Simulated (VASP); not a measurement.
# TiO2 in VASP: a series of runs, part 2 of 2

VASP 6.6.1. Earlier steps stand in the parts before.

## (4) Single point, PBE+U (13.06 Å³/atom)

This run uses another cell than the first one, of 13.06 Å³/atom.

Input file INCAR:

```
PREC     = Accurate       # precision mode
ENCUT    = 520            # plane-wave cutoff, eV
EDIFF    = 1E-7           # SCF threshold, eV
ISMEAR   = 0              # smearing method
SIGMA    = 0.02           # smearing width, eV
LREAL    = False          # projectors in reciprocal space
LASPH    = True           # aspherical terms in the spheres
NELM     = 150            # most SCF steps
ALGO     = Normal         # electronic algorithm
ISIF     = 2              # what is computed and relaxed
LWAVE    = False          # write WAVECAR
LCHARG   = False          # write CHGCAR
LMAXMIX  = 4              # l up to which the mixer works
LDAU     = True           # DFT+U
LDAUTYPE = 2            
LDAUL    = 2 -1           # shell
LDAUU    = 4 0            # U, eV
LDAUJ    = 0 0          
LDAUPRINT= 1            
GGA      = PE             # functional
NBANDS   = 33             # bands
```

Input file KPOINTS:

```
Automatic mesh
0
Gamma
  6 6 6
```

Input file POSCAR:

```
TiO2
1.0
    2.7681547968     -2.7682187501     -0.0205945387
    2.7681547968      2.7682187501     -0.0205945387
   -2.7297657556      0.0000000000      5.1342300075
Ti O
2 4
Direct
    0.1249983268      0.8750016732      0.2500000000
    0.8750016732      0.1249983268      0.7500000000
    0.3253453349      0.0753558149      0.6507088736
    0.6746546651      0.9246441851      0.3492911264
    0.9246441851      0.6746546651      0.8492911264
    0.0753558149      0.3253453349      0.1507088736
```

Run with:

```
$ cat potpaw_PBE.64/Ti_sv/POTCAR potpaw_PBE.64/O/POTCAR > POTCAR
$ mpirun -np 1 vasp_std > vasp.out
```

Run time: 4.8 min. Hardware: 1 thread of Intel Xeon Platinum 8559C (Emerald Rapids), shared host; peak memory 0.28 GiB.

Results (log left out):

```yaml
Free_energy: -48.3025 eV
Pressure: -11.0 GPa
Largest_force: 0.132 eV/Å
Band_gap_on_the_k_mesh: 2.55 eV (least direct gap 2.71 eV)
```

Forces in eV/Å, atoms in the order of the input:
```
Ti   0.000  0.000  0.000
Ti   0.000  0.000  0.000
O    0.001  0.000  0.132
O   -0.001  0.000 -0.132
O   -0.001  0.000 -0.132
O    0.001  0.000  0.132
```

Stress tensor (GPa, compression positive):
```
-10.82   0.00  -0.01
  0.00 -10.82   0.00
 -0.01   0.00 -11.23
```

Levels at points of the mesh, in eV from the valence-band top:
| k point | band 22 | band 23 | band 24 | band 25 | band 26 | band 27 |
| --- | --- | --- | --- | --- | --- | --- |
| (0.00, 0.00, 0.00) | -0.74 | -0.22 | -0.22 | 2.55 | 3.07 | 4.17 |
| (0.50, 0.00, 0.00) | -0.80 | -0.64 | -0.60 | 3.38 | 3.52 | 3.55 |
| (0.50, 0.50, 0.00) | -1.60 | -0.10 | -0.10 | 3.30 | 3.30 | 3.67 |
| (0.00, 0.00, 0.50) | -1.07 | 0.00 | 0.00 | 2.80 | 2.80 | 3.88 |
| (0.50, 0.00, 0.50) | -0.80 | -0.64 | -0.60 | 3.38 | 3.52 | 3.55 |
| (0.50, 0.50, 0.50) | -1.60 | -0.10 | -0.10 | 3.30 | 3.30 | 3.67 |

Eigenvalues of the final occupation matrices:
| site | spin | trace | eigenvalues |
| --- | --- | --- | --- |
| site 1 d | 1 | 0.75 | 0.10 0.10 0.10 0.23 0.23 |
| site 1 d | 2 | 0.75 | 0.10 0.10 0.10 0.23 0.23 |
| site 2 d | 1 | 0.75 | 0.10 0.10 0.10 0.23 0.23 |
| site 2 d | 2 | 0.75 | 0.10 0.10 0.10 0.23 0.23 |

Caveat: the cell stands under tension. A k mesh can miss the band edges.

## (5) Relaxation of shape and atoms at fixed volume, PBE+U (12.59 Å³/atom)

This run uses another cell than the first one, of 12.59 Å³/atom.

Input file INCAR:

```
SYSTEM = TiO2
PREC     = Accurate       ! precision mode
ENCUT    = 600            ! plane-wave cutoff, eV
EDIFF    = 1E-6           ! SCF threshold, eV
ISMEAR   = 0              ! smearing method
SIGMA    = 0.02           ! smearing width, eV
LREAL    = .FALSE.        ! projectors in reciprocal space
LASPH    = .TRUE.         ! aspherical terms in the spheres
NELM     = 150            ! most SCF steps
ALGO     = Normal         ! electronic algorithm
ISIF     = 4              ! what is computed and relaxed
LWAVE    = .FALSE.        ! write WAVECAR
LCHARG   = .FALSE.        ! write CHGCAR
LMAXMIX  = 4              ! l up to which the mixer works
LDAU     = .TRUE.         ! DFT+U
LDAUTYPE = 2            
LDAUL    = 2 -1           ! shell
LDAUU    = 4 0            ! U, eV
LDAUJ    = 0 0          
LDAUPRINT= 1            
GGA      = PE             ! functional
IBRION   = 2              ! ionic algorithm
NSW      = 50             ! ionic steps
EDIFFG   = -0.01          ! ionic threshold
```

Input file KPOINTS:

```
regular mesh
0
G
  6 6 6
  0 0 0
```

Input file POSCAR:

```
TiO2
1.0
    2.7445919598     -2.7446741356     -0.0202575254
    2.7445919598      2.7446741356     -0.0202575254
   -2.7066524066      0.0000000000      5.0328816763
Ti O
2 4
Direct
    0.1250076389      0.8749923611      0.2500000000
    0.8749923611      0.1250076389      0.7500000000
    0.3285348016      0.0785736866      0.6570500998
    0.6714651984      0.9214263134      0.3429499002
    0.9214263134      0.6714651984      0.8429499002
    0.0785736866      0.3285348016      0.1570500998
```

Run with:

```
$ cat potpaw_PBE.64/Ti_sv/POTCAR potpaw_PBE.64/O/POTCAR > POTCAR
$ mpirun -np 1 vasp_std > vasp.out
```

It took 5.1 min on 1 thread of Oxide Virtual Turin-like, shared host; peak memory 0.28 GiB.

Results (log left out):

```
Free energy               : -48.4739 eV
Energy gained by relaxing : 0.3 meV/atom
Ionic steps               : 6
Pressure after relaxing   : -6.6 GPa
Band gap on the k mesh    : 2.59 eV (least direct gap 2.79 eV)
```

Forces in eV/Å, atoms in the order of the input:
```
Ti   0.000  0.000  0.000
Ti   0.000  0.000  0.000
O   -0.001  0.000  0.002
O    0.001  0.000 -0.002
O    0.001  0.000 -0.002
O   -0.001  0.000  0.002
```

The path:
| step | energy change (eV) | largest force (eV/Å) | pressure (GPa) | volume (Å³) |
| --- | --- | --- | --- | --- |
| 1 | 0.0000 | 0.0067 | -6.47 | 75.52 |
| 2 | -0.0009 | 0.0333 | -6.42 | 75.52 |
| 3 | -0.0009 | 0.0528 | -6.40 | 75.52 |
| 4 | -0.0009 | 0.0490 | -6.41 | 75.52 |
| 5 | -0.0013 | 0.0312 | -6.49 | 75.52 |
| 6 | -0.0016 | 0.0024 | -6.64 | 75.52 |

Final structure:
```
Ti O
1.0
     2.75344   -2.75351   -0.02054
     2.75344    2.75351   -0.02054
    -2.71613    0.00000    5.00101
Ti O
2 4
Direct
  0.12501 0.87499 0.25000
  0.87499 0.12501 0.75000
  0.32913 0.07916 0.65825
  0.67087 0.92084 0.34175
  0.92084 0.67087 0.84175
  0.07916 0.32913 0.15825
```

Levels at points of the mesh, in eV from the valence-band top:
```csv
k point,band 21,band 22,band 23,band 24,band 25,band 26,band 27,band 28
"(0.00, 0.00, 0.00)",-0.70,-0.70,-0.26,-0.26,2.59,3.19,4.20,4.20
"(0.50, 0.00, 0.00)",-1.53,-0.83,-0.67,-0.60,3.50,3.66,3.77,3.77
"(0.50, 0.50, 0.00)",-1.71,-1.71,-0.01,-0.01,3.49,3.49,3.88,3.88
"(0.00, 0.00, 0.50)",-1.13,-1.13,-0.02,-0.02,2.88,2.88,3.99,3.99
"(0.50, 0.00, 0.50)",-1.53,-0.83,-0.67,-0.60,3.50,3.66,3.76,3.77
"(0.50, 0.50, 0.50)",-1.71,-1.71,-0.01,-0.01,3.49,3.49,3.88,3.88
```

Eigenvalues of the final occupation matrices:
| site | spin | trace | eigenvalues |
| --- | --- | --- | --- |
| site 1 d | 1 | 0.76 | 0.10 0.10 0.10 0.23 0.24 |
| site 1 d | 2 | 0.76 | 0.10 0.10 0.10 0.23 0.24 |
| site 2 d | 1 | 0.76 | 0.10 0.10 0.10 0.23 0.24 |
| site 2 d | 2 | 0.76 | 0.10 0.10 0.10 0.23 0.24 |

A k mesh can miss the band edges.

## (6) Overview

| task | cell | cutoff (eV) | gap on the mesh (eV) | pressure (GPa) | largest force (eV/Å) |
| --- | --- | --- | --- | --- | --- |
| relaxation of shape and atoms at fixed volume | relaxed from a = 3.856, b = 3.856, c = 5.638 Å, angles 110.0, 110.0, 90.0°, 6 atoms, atomic positions A | 600 | 2.60 | -2.2 | - |
| single point | a = 3.872, b = 3.872, c = 5.732 Å, angles 109.7, 109.7, 90.0°, 6 atoms, atomic positions B | 520 | 2.64 | -5.7 | 0.13 |
| single point | a = 3.915, b = 3.915, c = 5.815 Å, angles 109.7, 109.7, 90.0°, 6 atoms, atomic positions C | 520 | 2.55 | -11.0 | 0.13 |
| relaxation of shape and atoms at fixed volume | relaxed from a = 3.882, b = 3.882, c = 5.715 Å, angles 109.8, 109.8, 90.0°, 6 atoms, atomic positions D | 600 | 2.59 | -6.6 | - |

Alike in all rows: level PBE+U; potentials or basis VASP PAW PBE potentials, release 64 (Ti_sv, O); no spin polarisation; Ti d U = 4.0 eV; k mesh 6 × 6 × 6; smearing gaussian 0.02 eV.

Caveats: the cell stands under tension (at least some runs).

Absolute energies hang on the potentials; compare differences alone.
